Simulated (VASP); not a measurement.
# Ge (P4_32_12) in VASP: settings compared

Aim: see how the results for Ge move with the level of theory and the settings. Levels: LDA, PBEsol+D3(BJ), PBEsol+D4. Tasks: single point, relaxation of cell and atoms.

Everything below comes from runs of VASP 6.6.1. Logs are shortened: lines on timing, memory, paths and dates and some standing lists are left out, and cuts for length are marked.

## 1. The cell of the first run

The structure is tetragonal, space group P4_32_12 (No. 96). Conventional cell: a = 5.930 Å, b = 5.930 Å, c = 6.980 Å, α = 90.00°, β = 90.00°, γ = 90.00°. Within 3.2 Å of Ge (site symmetry 1) lie 4 Ge at 2.44 to 2.55 Å. Ge (site symmetry 2) has 4 Ge at 2.44 to 2.55 Å within 3.2 Å.

## 2. Single point, LDA

The input, INCAR:

```
PREC = Accurate
ENCUT = 520
EDIFF = 1E-6
ISMEAR = 0
SIGMA = 0.01
LREAL = False
LASPH = True
NELM = 60
ALGO = Normal
ISIF = 2
LWAVE = False
LCHARG = False
NBANDS = 96
```

The input, KPOINTS:

```
regular mesh
0
Gamma
  4 4 4
```

The input, POSCAR:

```
Ge
1.0
    5.9300000000      0.0000000000      0.0000000000
    0.0000000000      5.9300000000      0.0000000000
    0.0000000000      0.0000000000      6.9800000000
Ge
12
Direct
    0.3750000000      0.1667000000      0.7500000000
    0.3333000000      0.8750000000      0.5000000000
    0.6250000000      0.8333000000      0.2500000000
    0.6667000000      0.1250000000      0.0000000000
    0.8750000000      0.3333000000      0.5000000000
    0.8333000000      0.6250000000      0.7500000000
    0.1250000000      0.6667000000      0.0000000000
    0.1667000000      0.3750000000      0.2500000000
    0.5750000000      0.4250000000      0.2500000000
    0.9250000000      0.9250000000      0.5000000000
    0.4250000000      0.5750000000      0.7500000000
    0.0750000000      0.0750000000      0.0000000000
```

Potentials or basis: VASP PAW LDA potentials, release 64 (Ge_d).

Launch:

```
$ cat potpaw_LDA.64/Ge_d/POTCAR > POTCAR
$ mpirun -np 1 vasp_std > vasp.out
```

OUTCAR:

```text
PREC = Accurate
   ENCUT = 520
   EDIFF = 1E-6
   ISMEAR = 0
   LREAL = False
   LASPH = True
   NELM = 60
   ISIF = 2

 ion  position               nearest neighbor table
   1  0.375  0.167  0.750-  11 2.44   4 2.47   2 2.47  12 2.55
   2  0.333  0.875  0.500-  10 2.44   3 2.47   1 2.47  11 2.55
   3  0.625  0.833  0.250-   9 2.44   4 2.47   2 2.47  10 2.55
   4  0.667  0.125  0.000-  12 2.44   3 2.47   1 2.47   9 2.55
   5  0.875  0.333  0.500-  10 2.44   8 2.47   6 2.47   9 2.55
   6  0.833  0.625  0.750-  11 2.44   7 2.47   5 2.47  10 2.55
   7  0.125  0.667  0.000-  12 2.44   8 2.47   6 2.47  11 2.55
   8  0.167  0.375  0.250-   9 2.44   7 2.47   5 2.47  12 2.55
   9  0.575  0.425  0.250-   3 2.44   8 2.44   5 2.55   4 2.55
  10  0.925  0.925  0.500-   2 2.44   5 2.44   3 2.55   6 2.55
  11  0.425  0.575  0.750-   1 2.44   6 2.44   2 2.55   7 2.55
  12  0.075  0.075  0.000-   4 2.44   7 2.44   1 2.55   8 2.55

  LATTYP: Found a simple tetragonal cell.
 ALAT       =     5.9300000000
 C/A-ratio  =     1.1770657673

  Lattice vectors:

 A1 = (   5.9300000000,   0.0000000000,   0.0000000000)
 A2 = (   0.0000000000,   5.9300000000,   0.0000000000)
 A3 = (   0.0000000000,   0.0000000000,   6.9800000000)

Analysis of symmetry for initial positions (statically):
=====================================================================
 Subroutine PRICEL returns:
 Original cell was already a primitive cell.

 Routine SETGRP: Setting up the symmetry group for a
 simple tetragonal supercell.

 Subroutine GETGRP returns: Found  8 space group operations
 (whereof  2 operations were pure point group operations)
 out of a pool of 16 trial point group operations.

The static configuration has the point symmetry C_2 .
 The point group associated with its full space group is D_4 .

Analysis of symmetry for dynamics (positions and initial velocities):
=====================================================================
 Subroutine PRICEL returns:
 Original cell was already a primitive cell.

 Routine SETGRP: Setting up the symmetry group for a
 simple tetragonal supercell.

 Subroutine GETGRP returns: Found  8 space group operations
 (whereof  2 operations were pure point group operations)
 out of a pool of 16 trial point group operations.

The dynamic configuration has the point symmetry C_2 .
 The point group associated with its full space group is D_4 .

 Subroutine INISYM returns: Found  8 space group operations
 (whereof  2 operations are pure point group operations),
 and found     1 'primitive' translations

----------------------------------------------------------------------------------------

                                     Primitive cell

  volume of cell :     245.4510

  direct lattice vectors                    reciprocal lattice vectors
     5.930000000  0.000000000  0.000000000     0.168634064  0.000000000  0.000000000
     0.000000000  5.930000000  0.000000000     0.000000000  0.168634064  0.000000000
     0.000000000  0.000000000  6.980000000     0.000000000  0.000000000  0.143266476

  length of vectors
     5.930000000  5.930000000  6.980000000     0.168634064  0.168634064  0.143266476

  position of ions in fractional coordinates (direct lattice)
     0.375000000  0.166700000  0.750000000
     0.333300000  0.875000000  0.500000000
     0.625000000  0.833300000  0.250000000
     0.666700000  0.125000000  0.000000000
     0.875000000  0.333300000  0.500000000
     0.833300000  0.625000000  0.750000000
     0.125000000  0.666700000  0.000000000
     0.166700000  0.375000000  0.250000000
     0.575000000  0.425000000  0.250000000
     0.925000000  0.925000000  0.500000000
     0.425000000  0.575000000  0.750000000
     0.075000000  0.075000000  0.000000000

  ion indices of the primitive-cell ions
   primitive index   ion index
                 1           1
                 2           2
                 3           3
                 4           4
                 5           5
                 6           6
                 7           7
                 8           8
                 9           9
                10          10
                11          11
                12          12

----------------------------------------------------------------------------------------

 KPOINTS: regular mesh

Automatic generation of k-mesh.
 Grid dimensions read from file:
 generate k-points for:    4    4    4

 Generating k-lattice:

  Cartesian coordinates                     Fractional coordinates (reciprocal lattice)
     0.042158516  0.000000000  0.000000000     0.250000000  0.000000000  0.000000000
     0.000000000  0.042158516  0.000000000     0.000000000  0.250000000  0.000000000
     0.000000000  0.000000000  0.035816619     0.000000000  0.000000000  0.250000000

  Length of vectors
     0.042158516  0.042158516  0.035816619

  Shift w.r.t. Gamma in fractional coordinates (k-lattice)
     0.000000000  0.000000000  0.000000000

 Subroutine IBZKPT returns following result:
 ===========================================

 Found     18 irreducible k-points:

 Following reciprocal coordinates:
            Coordinates               Weight
  0.000000  0.000000  0.000000      1.000000
  0.250000  0.000000  0.000000      4.000000
  0.500000  0.000000  0.000000      2.000000
  0.250000  0.250000  0.000000      4.000000
  0.500000  0.250000  0.000000      4.000000
  0.500000  0.500000  0.000000      1.000000
[... 10 lines left out ...]
  0.500000  0.250000  0.500000      4.000000
  0.500000  0.500000  0.500000      1.000000
   k-points           NKPTS =     18   k-points in BZ     NKDIM =     18   number of bands    NBANDS=     96
   number of dos      NEDOS =    301   number of ions     NIONS =     12
   total plane-waves  NPLWV = 124416
   dimension x,y,z NGX =    48 NGY =   48 NGZ =   54
   dimension x,y,z NGXF=    96 NGYF=   96 NGZF=  108
   ions per type =              12
   NGX,Y,Z   is equivalent  to a cutoff of  13.46, 13.46, 12.86 a.u.
   NGXF,Y,Z  is equivalent  to a cutoff of  26.91, 26.91, 25.72 a.u.
 SYSTEM =  unknown system
   PREC   = accura    normal or accurate (medium, high low for compatibility)
   ISTART =      0    job   : 0-new  1-cont  2-samecut
   ICHARG =      2    charge: 1-file 2-atom 10-const
   ISPIN  =      1    spin polarized calculation?
   LNONCOLLINEAR =      F non collinear calculations
   LSORBIT =      F    spin-orbit coupling
   LASPH  =      T    aspherical Exc in radial PAW
   ENCUT  =  520.0 eV  38.22 Ry    6.18 a.u.  11.03 11.03 12.98*2*pi/ulx,y,z
   NELM   =     60;   NELMIN=  2; NELMDL= -5     # of ELM steps
   EDIFF  = 0.1E-05   stopping-criterion for ELM
   LREAL  =      F    real-space projection
   EDIFFG = 0.1E-04   stopping-criterion for IOM
   NSW    =      0    number of steps for IOM
   IBRION =     -1    ionic relax: 0-MD 1-quasi-New 2-CG
   NFREE  =      0    steps in history (QN), initial steepest desc. (CG)
   ISIF   =      2    stress and relaxation
   ISYM   =      2    0-nonsym 1-usesym 2-fastsym
   POTIM  = 0.5000    time-step for ionic-motion
   TEBEG  =    0.0;   TEEND  =   0.0 temperature during run
   PSTRESS=    0.0 pullay stress
   NELECT =     168.0000    total number of electrons
   NUPDOWN=      -1.0000    fix difference up-down
   EMIN   =  10.00;   EMAX   =-10.00  energy-range for DOS
   EFERMI =   0.00;   METHOD = LEGACY
   ISMEAR =     0;   SIGMA  =   0.01  broadening in eV -4-tet -1-fermi 0-gaus
   EFERMI_NEDOS =   21; number of points for ismear=-14 and -15
   IALGO  =     38    algorithm
   IMIX   =      4    mixing-type and parameters
     AMIX     =   0.40;   BMIX     =  1.00
     AMIX_MAG =   1.60;   BMIX_MAG =  1.00
  volume/ion in A,a.u.               =      20.45       138.03
  Fermi-wavevector in a.u.,A,eV,Ry     =   1.442745  2.726393 28.320716  2.081514
  Thomas-Fermi vector in A             =   2.561231
   LORBIT       =      0    0 simple, 1 ext, 2 COOP (PROOUT), +10 PAW based schemes
   GGA     = CA    functional components
   LHFCALC =     F    Hartree Fock is set to
   AEXX    =    0.0000 exact exchange contribution
   IVDW    =     0    specifies the selected vdW correction
   LEPSILON=     F    determine dielectric tensor
   LRPA    =     F    only Hartree local field effects (RPA)
 non-spin polarized calculation
 Gauss-broadening in eV      SIGMA  =   0.01
  energy-cutoff  :      520.00
  volume of cell :      245.45
 maximum number of plane-waves:      6640
 NGX is ok and might be reduce to    48
   NGX = 23   NGY = 23   NGZ = 25

 number of electron     168.0000152 magnetization

 Free energy of the ion-electron system (eV)
  ---------------------------------------------------
  ext. energy  EPLUGINS =         0.00000000
  ---------------------------------------------------
  free energy    TOTEN  =       -60.78587658 eV

  energy without entropy =      -60.78587658  energy(sigma->0) =      -60.78587658

 E-fermi :   5.0750     XC(G=0): -10.9484

 val. band max:        5.0082985308   @ k =   0.5000   0.5000   0.0000
 cond. band min:       5.7610019006   @ k =   0.5000   0.0000   0.5000
 fundamental gap:      0.7527033698
 Fermi energy:         5.0750195409

 k-point     1 :       0.0000    0.0000    0.0000
  band No.  band energies     occupation
      1     -19.4224      2.00000
      2     -19.3974      2.00000
      3     -19.3974      2.00000
      4     -19.3784      2.00000
      5     -19.3752      2.00000
      6     -19.3735      2.00000
[... 88 lines left out ...]
     95       9.8541      0.00000
     96       9.8541      0.00000

 k-point     2 :       0.2500    0.0000    0.0000
  band No.  band energies     occupation
      1     -19.4169      2.00000
      2     -19.3993      2.00000
      3     -19.3937      2.00000
      4     -19.3851      2.00000
      5     -19.3778      2.00000
      6     -19.3742      2.00000
[... 1573 lines left out ...]
     95       9.0088      0.00000
     96       9.0088      0.00000

 k-point    18 :       0.5000    0.5000    0.5000
  band No.  band energies     occupation
      1     -19.4011      2.00000
      2     -19.4011      2.00000
      3     -19.4011      2.00000
      4     -19.4011      2.00000
      5     -19.3666      2.00000
      6     -19.3666      2.00000
[... 88 lines left out ...]
     95       9.0743      0.00000
     96       9.0743      0.00000

------------------------ aborting loop because EDIFF is reached ----------------------------------------

  FORCE on cell =-STRESS in cart. coord.  units (eV):
  Direction    XX          YY          ZZ          XY          YZ          ZX
  --------------------------------------------------------------------------------------
  -------------------------------------------------------------------------------------
  Total       -1.6950397     -1.6950397     -2.8006920      0.0000000     -0.0000000      0.0000000
  in kB      -11.0643433    -11.0643433    -18.2814702      0.0000000     -0.0000000      0.0000000
  external PRESSURE =     -13.4700523 kB  Pullay stress =       0.0000000 kB

 VOLUME and BASIS-vectors are now :
 -----------------------------------------------------------------------------
  energy-cutoff  :      520.00
  volume of cell :      245.45
      direct lattice vectors                 reciprocal lattice vectors
     5.930000000  0.000000000  0.000000000     0.168634064  0.000000000  0.000000000
     0.000000000  5.930000000  0.000000000     0.000000000  0.168634064  0.000000000
     0.000000000  0.000000000  6.980000000     0.000000000  0.000000000  0.143266476

 POSITION                                       TOTAL-FORCE (eV/Angst)
 -----------------------------------------------------------------------------------
      2.22375      0.98853      5.23500        -0.342617     -0.217219      0.215169
      1.97647      5.18875      3.49000         0.217219     -0.342617      0.215169
      3.70625      4.94147      1.74500         0.342617      0.217219      0.215169
      3.95353      0.74125      0.00000        -0.217219      0.342617      0.215169
      5.18875      1.97647      3.49000        -0.342617      0.217219     -0.215169
      4.94147      3.70625      5.23500         0.217219      0.342617     -0.215169
      0.74125      3.95353      0.00000         0.342617     -0.217219     -0.215169
      0.98853      2.22375      1.74500        -0.217219     -0.342617     -0.215169
      3.40975      2.52025      1.74500         0.639369     -0.639369      0.000000
      5.48525      5.48525      3.49000        -0.639369     -0.639369      0.000000
      2.52025      3.40975      5.23500        -0.639369      0.639369      0.000000
      0.44475      0.44475      0.00000         0.639369      0.639369      0.000000
 -----------------------------------------------------------------------------------
    total drift:                               -0.000000      0.000000      0.000000

  FREE ENERGIE OF THE ION-ELECTRON SYSTEM (eV)
  ---------------------------------------------------
  free  energy   TOTEN  =       -60.7858765777 eV

  energy  without entropy=      -60.7858765777  energy(sigma->0) =      -60.78587658
```

It took 5.8 min on 1 thread of AMD EPYC 7R13 (Zen 3), shared host; peak memory 0.4 GiB.

Results:

| Item | Value |
| --- | --- |
| Free energy | -60.7859 eV |
| Pressure | -1.3 GPa |
| Largest force | 0.904 eV/Å |
| Band gap on the k mesh | 0.75 eV (least direct gap 0.99 eV) |

Forces on the atoms (eV/Å):
```
Ge  -0.343 -0.217  0.215
Ge   0.217 -0.343  0.215
Ge   0.343  0.217  0.215
Ge  -0.217  0.343  0.215
Ge  -0.343  0.217 -0.215
Ge   0.217  0.343 -0.215
Ge   0.343 -0.217 -0.215
Ge  -0.217 -0.343 -0.215
Ge   0.639 -0.639  0.000
Ge  -0.639 -0.639  0.000
Ge  -0.639  0.639  0.000
Ge   0.639  0.639  0.000
```

Levels at points of the mesh, in eV from the valence-band top:
```csv
k point,band 81,band 82,band 83,band 84,band 85,band 86,band 87,band 88
"(0.00, 0.00, 0.00)",-0.82,-0.82,-0.82,-0.05,1.49,1.49,1.55,2.47
"(0.50, 0.00, 0.00)",-0.53,-0.53,-0.09,-0.09,1.32,1.32,2.25,2.25
"(0.50, 0.50, 0.00)",-0.28,-0.28,0.00,0.00,1.13,1.13,1.47,1.47
"(0.00, 0.00, 0.50)",-1.08,-1.08,-0.58,-0.58,0.89,0.89,1.55,1.55
"(0.50, 0.00, 0.50)",-0.78,-0.78,-0.38,-0.38,0.75,0.75,1.45,1.45
"(0.50, 0.50, 0.50)",-1.02,-1.02,-1.02,-1.02,1.25,1.25,1.25,1.25
```

(Continued in part 2 of 3.)
